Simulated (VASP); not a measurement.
# K (P6_3/mmc) in VASP: single point with PBE+D3(BJ)

Aim: the single point of K with PBE+D3(BJ).

Program: VASP 6.6.1. These are calculated values, not measurements. Logs are shortened: lines on timing, memory, paths and dates and some standing lists are left out, and cuts for length are marked.

### Step 1. The cell of the first run

Symmetry: P6_3/mmc, No. 194, hexagonal system. The conventional cell has a = 4.607 Å, b = 4.607 Å, c = 7.534 Å, α = 90.00°, β = 90.00°, γ = 120.00°.

This isn't the form of K at room conditions, which is bcc.

### Step 2. Single point, PBE+D3(BJ)

Input file POSCAR:

```
K
1.0
    4.6067513457      0.0000000000      0.0000000000
   -2.3033756728      3.9895636943      0.0000000000
    0.0000000000      0.0000000000      7.5342722668
K
2
Direct
    0.3333333333      0.6666666667      0.2500000000
    0.6666666667      0.3333333333      0.7500000000
```

Input file INCAR.step1:

```
  PREC = Accurate
  ENCUT = 520
  EDIFF = 1E-6
  ISMEAR = 0
  SIGMA = 0.1
  LREAL = False
  LASPH = True
  NELM = 80
  ALGO = Fast
  ISIF = 2
  LWAVE = False
  LCHARG = True
  GGA = PE
  IVDW = 12
  NBANDS = 16
```

Input file KPOINTS.step1:

```
regular mesh
0
Gamma
  12 12 6
```

Input file INCAR.step2:

```
  PREC = Accurate
  ENCUT = 520
  EDIFF = 1E-6
  ISMEAR = -5
  SIGMA = 0.1
  LREAL = False
  LASPH = True
  NELM = 80
  ALGO = Fast
  ISIF = 2
  LWAVE = False
  LCHARG = False
  GGA = PE
  IVDW = 12
  LORBIT = 10
  NEDOS = 1001
  ICHARG = 11
```

Input file KPOINTS.step2:

```
regular mesh
0
Gamma
  18 18 9
```

Potentials or basis: VASP PAW PBE potentials, release 64 (K_sv).

The run is started by

```sh
$ cat potpaw_PBE.64/K_sv/POTCAR > POTCAR
$ cp INCAR.step1 INCAR
$ cp KPOINTS.step1 KPOINTS
$ mpirun -np 1 vasp_std > vasp.out
$ cp INCAR.step2 INCAR
$ cp KPOINTS.step2 KPOINTS
$ mpirun -np 1 vasp_std > vasp.out
```

OUTCAR:

```text
PREC = Accurate
   ENCUT = 520
   EDIFF = 1E-6
   ISMEAR = -5
   LREAL = False
   LASPH = True
   NELM = 80
   ISIF = 2
   GGA = PE
   IVDW = 12
   LORBIT = 10
   ICHARG = 11
 IVDW          = 12

 ion  position               nearest neighbor table
   1  0.333  0.667  0.250-
   2  0.667  0.333  0.750-

  LATTYP: Found a hexagonal cell.
 ALAT       =     4.6067513457
 C/A-ratio  =     1.6354849006

  Lattice vectors:

 A1 = (   4.6067513457,   0.0000000000,   0.0000000000)
 A2 = (  -2.3033756728,   3.9895636943,   0.0000000000)
 A3 = (   0.0000000000,   0.0000000000,   7.5342722668)

Analysis of symmetry for initial positions (statically):
=====================================================================
 Subroutine PRICEL returns:
 Original cell was already a primitive cell.

 Routine SETGRP: Setting up the symmetry group for a
 hexagonal supercell.

 Subroutine GETGRP returns: Found 24 space group operations
 (whereof 12 operations were pure point group operations)
 out of a pool of 24 trial point group operations.

The static configuration has the point symmetry D_3d.
 The point group associated with its full space group is D_6h.

Analysis of symmetry for dynamics (positions and initial velocities):
=====================================================================
 Subroutine PRICEL returns:
 Original cell was already a primitive cell.

 Routine SETGRP: Setting up the symmetry group for a
 hexagonal supercell.

 Subroutine GETGRP returns: Found 24 space group operations
 (whereof 12 operations were pure point group operations)
 out of a pool of 24 trial point group operations.

The dynamic configuration has the point symmetry D_3d.
 The point group associated with its full space group is D_6h.

 Subroutine INISYM returns: Found 24 space group operations
 (whereof 12 operations are pure point group operations),
 and found     1 'primitive' translations

----------------------------------------------------------------------------------------

                                     Primitive cell

  volume of cell :     138.4718

  direct lattice vectors                    reciprocal lattice vectors
     4.606751346  0.000000000  0.000000000     0.217072710  0.125326988  0.000000000
[... 101 lines left out ...]
   EMIN   =  10.00;   EMAX   =-10.00  energy-range for DOS
   EFERMI =   0.00;   METHOD = LEGACY
   ISMEAR =    -5;   SIGMA  =   0.10  broadening in eV -4-tet -1-fermi 0-gaus
   EFERMI_NEDOS =   21; number of points for ismear=-14 and -15
   IALGO  =     68    algorithm
   IMIX   =      4    mixing-type and parameters
     AMIX     =   0.40;   BMIX     =  1.00
     AMIX_MAG =   1.60;   BMIX_MAG =  1.00
  volume/ion in A,a.u.               =      69.24       467.23
  Fermi-wavevector in a.u.,A,eV,Ry     =   0.829300  1.567150  9.357258  0.687739
  Thomas-Fermi vector in A             =   1.941824
   LORBIT       =     10    0 simple, 1 ext, 2 COOP (PROOUT), +10 PAW based schemes
   GGA     = PE    functional components
   LHFCALC =     F    Hartree Fock is set to
   AEXX    =    0.0000 exact exchange contribution
   IVDW    =    12    specifies the selected vdW correction
   LEPSILON=     F    determine dielectric tensor
   LRPA    =     F    only Hartree local field effects (RPA)
 non-spin polarized calculation
 RMM-DIIS sequential band-by-band and
 Fermi weights with tetrahedron method with Bloechl corrections
  energy-cutoff  :      520.00
  volume of cell :      138.47
 maximum number of plane-waves:      3779
 NGX is ok and might be reduce to    36

 number of electron      17.9999999 magnetization

 Free energy of the ion-electron system (eV)
  ---------------------------------------------------
  ext. energy  EPLUGINS =         0.00000000
  ---------------------------------------------------
  free energy    TOTEN  =        -2.08787577 eV

  energy without entropy =       -2.08787577  energy(sigma->0) =       -2.08787577

 E-fermi :   0.0355     XC(G=0):  -5.7982

 val. band max:        0.0416648251   @ k =   0.3889   0.0556   0.4444
 cond. band min:       0.0295558215   @ k =   0.1667   0.1111   0.2222
 fundamental gap:     -0.0121090036
 Fermi energy:         0.0354548501

 k-point     1 :       0.0000    0.0000    0.0000
  band No.  band energies     occupation
      1     -32.0752      2.00000
      2     -32.0702      2.00000
      3     -15.6031      2.00000
      4     -15.5325      2.00000
      5     -15.5325      2.00000
      6     -15.5212      2.00000
      7     -15.5212      2.00000
      8     -15.5209      2.00000
      9      -2.2269      2.00000
     10       0.3354     -0.24443
     11       0.5879      0.00000
     12       4.1596      0.00000
     13       4.1933      0.00000
[... 354 lines left out ...]
  band No.  band energies     occupation
      1     -32.0702      2.00000
      2     -32.0686      2.00000
      3     -15.5921      2.00000
      4     -15.5798      2.00000
      5     -15.5666      2.00000
      6     -15.5546      2.00000
      7     -15.5399      2.00000
      8     -15.5371      2.00000
      9      -0.1648      1.96988
     10       0.7691      0.00000
     11       1.6031      0.00000
     12       1.8888      0.00000
     13       2.5607      0.00000

 [... further k-points ...]

------------------------ aborting loop because EDIFF is reached ----------------------------------------

 Edisp (eV)   -0.24052

 E8    (eV) :    -0.1294

  FORCE on cell =-STRESS in cart. coord.  units (eV):
  Direction    XX          YY          ZZ          XY          YZ          ZX
  --------------------------------------------------------------------------------------
  -------------------------------------------------------------------------------------
  Total      -0.01221    -0.01221    -0.03610    -0.00000    -0.00000    -0.00000
  in kB      -0.14122    -0.14122    -0.41774    -0.00000    -0.00000    -0.00000
  external pressure =       -0.23 kB  Pullay stress =        0.00 kB

 VOLUME and BASIS-vectors are now :
 -----------------------------------------------------------------------------
  energy-cutoff  :      520.00
  volume of cell :      138.47
      direct lattice vectors                 reciprocal lattice vectors
     4.606751346  0.000000000  0.000000000     0.217072710  0.125326988  0.000000000
    -2.303375673  3.989563694  0.000000000     0.000000000  0.250653975  0.000000000
     0.000000000  0.000000000  7.534272267     0.000000000  0.000000000  0.132726820

 POSITION                                       TOTAL-FORCE (eV/Angst)
 -----------------------------------------------------------------------------------
     -0.00000      2.65971      1.88357        -0.000000      0.000000     -0.000000
      2.30338      1.32985      5.65070         0.000000     -0.000000      0.000000
 -----------------------------------------------------------------------------------
    total drift:                               -0.000000      0.000000      0.000000

  FREE ENERGIE OF THE ION-ELECTRON SYSTEM (eV)
  ---------------------------------------------------
  free  energy   TOTEN  =        -2.3283936093 eV

  energy  without entropy=       -2.3283936093  energy(sigma->0) =       -2.32839361

 total charge

# of ion       s       p       d       tot
------------------------------------------
    1        1.982   5.554   0.005   7.542
    2        1.982   5.554   0.005   7.542
--------------------------------------------------
tot          3.965  11.109   0.011  15.084
```

OUTCAR.step1:

```text
PREC = Accurate
   ENCUT = 520
   EDIFF = 1E-6
   ISMEAR = 0
   LREAL = False
[... 689 lines left out ...]
     -0.00000      2.65971      1.88357         0.000000     -0.000000      0.000000
      2.30338      1.32985      5.65070        -0.000000      0.000000     -0.000000
 -----------------------------------------------------------------------------------
    total drift:                               -0.000000      0.000000     -0.000000

  FREE ENERGIE OF THE ION-ELECTRON SYSTEM (eV)
  ---------------------------------------------------
  free  energy   TOTEN  =        -2.3331384470 eV

  energy  without entropy=       -2.3257206057  energy(sigma->0) =       -2.32942953
```

It took 2.2 min on 1 thread of Intel Xeon 6975P-C (Granite Rapids), shared host; peak memory 0.45 GiB.

Results:

* Valence electrons inside the program's atomic spheres: K 7.54
* Dispersion energy per atom: -0.120 eV

Caveat: tetrahedron occupations give inexact forces and stress in metals.
